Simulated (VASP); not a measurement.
Set up this calculation in VASP 6.6.1, as the native input.

```
Task                   : single point
Functional             : PBE
Potentials or basis    : VASP PAW PBE potentials, release 64 (Si, B)
Cutoff                 : 500 eV
k mesh                 : 4 × 4 × 4
Occupations            : gaussian, width 0.2 eV
Spin                   : no spin polarisation
Dipole correction      : no
Further INCAR settings : ALGO = Normal; EDIFF = 1e-06; NBANDS = 18
```

The structure of Si4B lies in POSCAR:

```
Si4B
1.0
    3.6835071381      0.0000000000      0.0000000000
    0.0000000000      3.6835071381      0.0000000000
    0.0000000000      0.0000000000      5.5586779615
Si B
4 1
Direct
    0.0000000000      0.0000000000      0.7017204196
    0.0000000000      0.0000000000      0.2982795804
    0.5000000000      0.0000000000      0.0000000000
    0.0000000000      0.5000000000      0.0000000000
    0.5000000000      0.5000000000      0.5000000000
```

These files were run (other wordings do the same):

INCAR

```
PREC = Accurate
ENCUT = 500
EDIFF = 1E-6
ISMEAR = 0
SIGMA = 0.2
LREAL = F
LASPH = T
NELM = 120
ALGO = Normal
ISIF = 2
LWAVE = F
LCHARG = F
GGA = PE
NBANDS = 18
GGA_COMPAT = F
```

KPOINTS

```
Automatic mesh
0
Gamma
  4 4 4
```

Potentials or basis: VASP PAW PBE potentials, release 64 (Si, B).

Command:

```console
$ cat potpaw_PBE.64/Si/POTCAR potpaw_PBE.64/B/POTCAR > POTCAR
$ mpirun -np 1 vasp_std > vasp.out
```

It gave:

```json
{"Pressure": "-0.3 GPa", "Largest force": "0.042 eV/Å"}
```

Caveat: the k points lie up to 0.43 Å⁻¹ apart.

Wall time 34 s on 1 thread of Intel Xeon 8259CL, on a shared host, peak memory 0.17 GiB.
